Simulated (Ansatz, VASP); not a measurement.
## SiO2: VASP beside Ansatz

```xyz
6
Lattice="4.4789 0.0000 0.0000 0.0000 4.4789 0.0000 0.0000 0.0000 2.5982" Properties=species:S:1:pos:R:3 pbc="T T T"
Si    2.2395    2.2395    1.2991
Si    0.0000    0.0000    0.0000
O     3.1039    3.1039    0.0000
O     0.8645    3.6144    1.2991
O     1.3750    1.3750    0.0000
O     3.6144    0.8645    1.2991
```

Alike in both runs: task single point; functional PBE; k mesh 6 × 6 × 10; occupations gaussian, width 0.05 eV; no spin polarisation.

```csv
,VASP,Ansatz
version,VASP 6.6.1,Ansatz 0.2.0
potentials or method,"VASP PAW PBE potentials, release 64 (Si, O), cutoff 520 eV","scalar-relativistic, plane waves, PAW"
valence electrons in the cell,32,32
```

Ansatz gave:

```
gap on the k mesh at the Fermi level (eV)                     : 4.06
least direct gap on the mesh (eV)                             : 4.06
pressure (GPa)                                                : -14.3
traceless stress, the component that is largest in VASP (GPa) : 21.55
rms of the force components (eV/Å)                            : 0.652
```

Problem. What did VASP give for the same quantities?

Solution. gap on the k mesh at the Fermi level (eV): 4.03; least direct gap on the mesh (eV): 4.03; pressure (GPa): -14.0; traceless stress, the component that is largest in VASP (GPa): 22.15; rms of the force components (eV/Å): 0.634.

Atom by atom the forces differ by 0.019 eV/Å (rms over components). With one functional, cell and mesh, what is left measures potentials, basis and numerics.
